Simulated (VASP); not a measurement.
Write the native input for VASP 6.6.1 that does the following.

```yaml
Task: single point
Functional: BLYP
Dispersion: D4
Potentials_or_basis: VASP PAW PBE potentials, release 64 (Pb_d)
Cutoff: 520 eV
k_mesh: 9 × 9 × 9
Occupations: fermi-dirac, width 0.05 eV
Spin: no spin polarisation
Dipole_correction: no
Further_INCAR_settings: ALGO = Normal; EDIFF = 1e-06; NBANDS = 13
```

The structure of Pb lies in POSCAR:

```
Pb
1.0
    0.0000000000      2.4914113386      2.4914113386
    2.4914113386      0.0000000000      2.4914113386
    2.4914113386      2.4914113386      0.0000000000
Pb
1
Direct
    0.0000000000      0.0000000000      0.0000000000
```

These files were run (other wordings do the same):

INCAR

```
PREC = Accurate ; ENCUT = 520
EDIFF = 1E-6 ; ISMEAR = -1
SIGMA = 0.05 ; LREAL = False
LASPH = True ; NELM = 80
ALGO = Normal ; ISIF = 2
LWAVE = False ; LCHARG = False
GGA = B5 ; ALDAX = 1.0
AGGAX = 1.0 ; AGGAC = 1.0
ALDAC = 0.0 ; IVDW = 13
VDW_S6 = 1.0 ; VDW_S8 = 2.34076671
VDW_A1 = 0.44488865 ; VDW_A2 = 4.0933009
NBANDS = 13
```

KPOINTS

```
regular mesh
0
Gamma
  9 9 9
```

Potentials or basis: VASP PAW PBE potentials, release 64 (Pb_d).

Launch:

```console
$ cat potpaw_PBE.64/Pb_d/POTCAR > POTCAR
$ mpirun -np 1 vasp_std > vasp.out
```

Results of the run:

The pressure is 1.0 GPa and the band gap on the k mesh is zero (band 7 reaches 14.63 eV, above the bottom of band 8 at 6.09 eV). The dispersion energy per atom is -0.775 eV.

Caveat: the PAW data sets were made with another functional, which shifts forces and pressure a little; spin-orbit coupling is left out, which moves the levels of the heavy elements; pairwise dispersion overbinds metals, which lowers pressure and volume.

Run time: 17 s on 1 thread of Intel(R) Xeon(R) Platinum 8488C (Sapphire Rapids), with other jobs on the host, peak memory 0.15 GiB.
